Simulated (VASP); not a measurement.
Set up this calculation in VASP 6.6.1, as the native input.

- Task: single point
- Functional: LDA
- Potentials or basis: VASP PAW LDA potentials, release 64 (Ta_pv, N)
- Cutoff: 520 eV
- k mesh: 9 × 9 × 8
- Occupations: gaussian, width 0.15 eV
- Spin: no spin polarisation
- Dipole correction: no
- Further INCAR settings: ALGO = Normal; EDIFF = 1e-06; NBANDS = 50

The structure of Ta2N lies in POSCAR:

```
Ta2N
1.0
    5.1609728685      0.0000000000      0.0000000000
   -2.5804864342      4.4695336123      0.0000000000
    0.0000000000      0.0000000000      5.0128529472
Ta N
6 3
Direct
    0.7027876405      0.7027876405      0.7526041962
    0.0000000000      0.2972123595      0.7526041962
    0.2972123595      0.0000000000      0.7526041962
    0.2972123595      0.2972123595      0.2473958038
    0.0000000000      0.7027876405      0.2473958038
    0.7027876405      0.0000000000      0.2473958038
    0.6666666667      0.3333333333      0.5000000000
    0.3333333333      0.6666666667      0.5000000000
    0.0000000000      0.0000000000      0.0000000000
```

This cell differs from its parent crystal: c/a of the conventional cell at fixed volume 0.9713.

One way to write it, as run:

INCAR

```
PREC = Accurate
ENCUT = 520
EDIFF = 1E-6
ISMEAR = 0
SIGMA = 0.15
LREAL = False
LASPH = True
NELM = 100
ALGO = Normal
ISIF = 2
LWAVE = False
LCHARG = False
GGA = CA
NBANDS = 50
```

KPOINTS

```
Automatic mesh
0
Gamma
  9 9 8
```

Potentials or basis: VASP PAW LDA potentials, release 64 (Ta_pv, N).

Run with:

```bash
$ cat potpaw_LDA.64/Ta_pv/POTCAR potpaw_LDA.64/N/POTCAR > POTCAR
$ mpirun -np 1 vasp_std > vasp.out
```

Results of the run:

```yaml
Pressure: 16.1 GPa
Largest_force: 7.018 eV/Å
```

Caveat: forces of over 1 eV/Å act on the atoms, so gaps and moduli don't describe the material at rest.

Run time: 8.3 min on 1 thread of AMD EPYC 9755 128-Core Processor, with other jobs on the host, peak memory 0.39 GiB.
